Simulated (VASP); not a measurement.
# W (P4/nmm) in VASP: further runs, part 3 of 3

VASP 6.6.1. Earlier steps stand in the parts before.

**5. Single point, r2SCAN (atoms displaced along a vibrational mode)**

Contents of POSCAR:

```
W
1.0
    0.0000000000     -2.0300000000     -2.0300000000
    0.0000000000      2.0300000000     -2.0300000000
    4.0600000000      0.0000000000      0.0000000000
W
2
Direct
    0.5000000000      0.5000000000      0.5431034483
    0.0000000000      0.0000000000     -0.0431034483
```

Contents of INCAR.step1:

```
  PREC = Accurate
  ENCUT = 550
  ISMEAR = 0
  SIGMA = 0.15
  LREAL = F
  LASPH = T
  NELM = 120
  NBANDS = 21
  GGA = PE
  ALGO = Normal
  EDIFF = 1E-5
  LWAVE = T
  LCHARG = F
  GGA_COMPAT = F
```

Contents of INCAR.step2:

```
  PREC = Accurate
  ENCUT = 550
  EDIFF = 1E-6
  ISMEAR = 0
  SIGMA = 0.15
  LREAL = F
  LASPH = T
  NELM = 120
  ALGO = Normal
  ISIF = 2
  LWAVE = F
  LCHARG = F
  METAGGA = R2SCAN
  LMIXTAU = T
  NBANDS = 21
  ISTART = 1
  GGA_COMPAT = F
```

Contents of KPOINTS:

```
Automatic mesh
0
Gamma
  16 16 12
```

Started as:

```sh
$ cat potpaw_PBE.64/W_sv/POTCAR > POTCAR
$ cp INCAR.step1 INCAR
$ mpirun -np 1 vasp_std > vasp.out
$ cp INCAR.step2 INCAR
$ mpirun -np 1 vasp_std > vasp.out
```

It took 5.7 min on 1 thread of Intel Xeon Platinum 8259CL at 2.50GHz (Skylake/Cascade Lake), shared host; peak memory 0.3 GiB.

Results (log left out):

```yaml
Free_energy: -100.8949 eV
Pressure: 5.9 GPa
Largest_force: 3.399 eV/Å
Band_gap_on_the_k_mesh: zero (bands 14 and 15 overlap by 3.66 eV)
```

Forces in eV/Å, atoms in the order of the input:
```
W   -3.399  0.000  0.000
W    3.399  0.000  0.000
```

Stress tensor (GPa, compression positive):
```
-14.29   0.00   0.00
  0.00  16.01   0.00
  0.00   0.00  16.01
```

Levels at points of the mesh, in eV from the Fermi level:
```
           k point  band 12  band 13  band 14  band 15  band 16  band 17
(0.00, 0.00, 0.00)    -0.63    -0.63    -0.17     1.23     2.09     5.40
(0.50, 0.00, 0.00)    -3.00    -0.55    -0.55    -0.24    -0.24     3.52
(0.50, 0.50, 0.00)    -4.57     3.03     3.03     4.95     4.95     4.99
(0.00, 0.00, 0.50)    -1.81    -1.61     0.60     0.60     2.47     2.52
(0.50, 0.00, 0.50)    -1.22    -0.50    -0.50     0.49     0.49     4.81
(0.50, 0.50, 0.50)    -2.88    -1.32    -1.32     1.94     1.94     5.80
```

Caveat: the cell differs from its parent crystal (atoms displaced along a vibrational mode); the stress differs along the axes, from -14 to 16 GPa; the PAW data sets were made with another functional, which shifts forces and pressure a little; spin-orbit coupling is left out, which moves the levels of the heavy elements.

**6. Single point, r2SCAN (atoms displaced along a vibrational mode)**

Contents of POSCAR:

```
W
1.0
    0.0000000000     -2.0300000000     -2.0300000000
    0.0000000000      2.0300000000     -2.0300000000
    4.0600000000      0.0000000000      0.0000000000
W
2
Direct
    0.5000000000      0.5000000000      0.5307881773
    0.0000000000      0.0000000000     -0.0307881773
```

Contents of INCAR.step1:

```
SYSTEM = W
ALGO = Normal
EDIFF = 1E-5
ENCUT = 550
GGA = PE
GGA_COMPAT = .False.
ISMEAR = 0
LASPH = .True.
LCHARG = .False.
LREAL = .False.
LWAVE = .True.
NBANDS = 21
NELM = 120
PREC = Accurate
SIGMA = 0.15
```

Contents of INCAR.step2:

```
SYSTEM = W
ALGO = Normal
EDIFF = 1E-6
ENCUT = 550
GGA_COMPAT = .False.
ISIF = 2
ISMEAR = 0
ISTART = 1
LASPH = .True.
LCHARG = .False.
LMIXTAU = .True.
LREAL = .False.
LWAVE = .False.
METAGGA = R2SCAN
NBANDS = 21
NELM = 120
PREC = Accurate
SIGMA = 0.15
```

Contents of KPOINTS:

```
k-points
0
Gamma
  16 16 12
  0 0 0
```

Potentials or basis: VASP PAW PBE potentials, release 64 (W_sv).

Started as:

```sh
$ cat potpaw_PBE.64/W_sv/POTCAR > POTCAR
$ cp INCAR.step1 INCAR
$ mpirun -np 1 vasp_std > vasp.out
$ cp INCAR.step2 INCAR
$ mpirun -np 1 vasp_std > vasp.out
```

It took 6.2 min on 1 thread of Intel Xeon Platinum 8259CL at 2.50GHz (Skylake/Cascade Lake), shared host; peak memory 0.3 GiB.

It converged, with:

| Property | Result |
| --- | --- |
| Free energy | -101.1972 eV |
| Pressure | -0.7 GPa |
| Largest force | 2.658 eV/Å |
| Band gap on the k mesh | zero (bands 14 and 15 overlap by 3.57 eV) |

Forces in eV/Å, atoms in the order of the input:
```
W   -2.658  0.000  0.000
W    2.658  0.000  0.000
```

Stress tensor (GPa, compression positive):
```
-16.02   0.00   0.00
  0.00   7.03   0.00
  0.00   0.00   7.03
```

Levels at points of the mesh, in eV from the Fermi level:
```tsv
k point	band 11	band 12	band 13	band 14	band 15	band 16	band 17	band 18
(0.00, 0.00, 0.00)	-4.97	-0.69	-0.69	-0.44	1.54	2.32	4.47	5.23
(0.50, 0.00, 0.00)	-2.85	-2.85	-1.10	-1.10	0.14	0.14	2.97	2.97
(0.50, 0.50, 0.00)	-4.71	-4.71	2.89	2.89	5.02	5.02	5.26	5.26
(0.00, 0.00, 0.50)	-4.06	-2.09	-1.47	0.77	0.77	1.77	2.23	2.23
(0.50, 0.00, 0.50)	-1.06	-1.06	-0.67	-0.67	0.37	0.37	4.87	4.87
(0.50, 0.50, 0.50)	-2.82	-2.82	-1.60	-1.60	1.65	1.65	5.73	5.73
```

Caveat: the cell differs from its parent crystal (atoms displaced along a vibrational mode); the stress differs along the axes, from -16 to 7 GPa; the PAW data sets were made with another functional, which shifts forces and pressure a little; spin-orbit coupling is left out, which moves the levels of the heavy elements.

**7. Summary**

| cell | gap on the mesh (eV) | pressure (GPa) | largest force (eV/Å) |
| --- | --- | --- | --- |
| as given, atomic positions A | none | 10.0 | 3.83 |
| as given, atomic positions B | none | 2.4 | 3.02 |
| as given, atomic positions C | none | -3.2 | 2.34 |
| as given, atomic positions D | none | 5.9 | 3.40 |
| as given, atomic positions E | none | -0.7 | 2.66 |

Alike in all rows: task single point; level r2SCAN; potentials or basis VASP PAW PBE potentials, release 64 (W_sv); no spin polarisation; k mesh 16 × 16 × 12; cutoff (eV) 550; smearing gaussian 0.15 eV.

Caveats: the PAW data sets were made with another functional, which shifts forces and pressure a little; spin-orbit coupling is left out, which moves the levels of the heavy elements; the stress differs along the axes, from -12 to 21 GPa (at least some runs); the stress differs along the axes, from -16 to 11 GPa (at least some runs); the stress differs along the axes, from -15 to 3 GPa (at least some runs); the stress differs along the axes, from -14 to 16 GPa (at least some runs); the stress differs along the axes, from -16 to 7 GPa (at least some runs).

Absolute energies hang on the potentials; compare differences alone.
